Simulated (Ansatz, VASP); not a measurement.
**AlN: VASP beside Ansatz**

Contents of INCAR:

```
PREC = Accurate
ENCUT = 600
EDIFF = 1E-6
ISMEAR = -1
SIGMA = 0.05
LREAL = F
LASPH = T
NELM = 80
ALGO = Normal
ISIF = 3
LWAVE = F
LCHARG = F
IBRION = 2
NSW = 60
EDIFFG = -0.01
```

Contents of KPOINTS:

```
Automatic mesh
0
Gamma
  10 10 6
```

POSCAR

```
AlN
1.0
    3.1130000000      0.0000000000      0.0000000000
   -1.5565000000      2.6959370820      0.0000000000
    0.0000000000      0.0000000000      4.9810000000
Al N
2 2
Direct
    0.6666666667      0.3333333333      0.5000000000
    0.3333333333      0.6666666667      0.0000000000
    0.6666666667      0.3333333333      0.8800000000
    0.3333333333      0.6666666667      0.3800000000
```

File input.yaml:

```yaml
crystal:
  lattice:
    - [3.113, 0.0, 0.0]
    - [-1.5565, 2.695937082, 0.0]
    - [0.0, 0.0, 4.981]
  atoms:
    - { symbol: Al, position: [0.6666666667, 0.3333333333, 0.5] }
    - { symbol: Al, position: [0.3333333333, 0.6666666667, 0.0] }
    - { symbol: "N", position: [0.6666666667, 0.3333333333, 0.88] }
    - { symbol: "N", position: [0.3333333333, 0.6666666667, 0.38] }
hamiltonian:
  xc: lda
  pseudopotentials: { kind: paw }
kpoints:
  mp_grid: { grid: [10, 10, 6] }
scf:
  occupations: { method: fermi_dirac, width: 0.05 }
output:
  forces: true
  stress: true
relax:
  f_tol: 0.01
  max_steps: 40
  cell: { stress_tol: 0.05 }
```

Alike in both runs: task relaxation of cell and atoms; functional LDA; k mesh 10 × 10 × 6; occupations fermi-dirac, width 0.05 eV; no spin polarisation.

```csv
,VASP,Ansatz
version,VASP 6.6.1,Ansatz 0.2.0
potentials or method,"VASP PAW LDA potentials, release 64 (Al, N)",Ansatz PAW
plane-wave cutoff (eV),600,420
valence electrons in the cell,16,16
```

|  | VASP | Ansatz | Ansatz less VASP |
| --- | --- | --- | --- |
| relaxed volume (Å³/atom) | 10.23 | 10.21 | -0.021 |
| relaxed cell length with the largest relative difference (Å) | 4.947 | 4.943 | -0.0035 |

LDA's correlation is that of Perdew and Zunger in VASP and of Perdew and Wang (1992) in Ansatz.

Noted on Ansatz's run: the plane-wave basis is chosen anew once the cell has moved, so the energies of steps on either side of that aren't comparable.
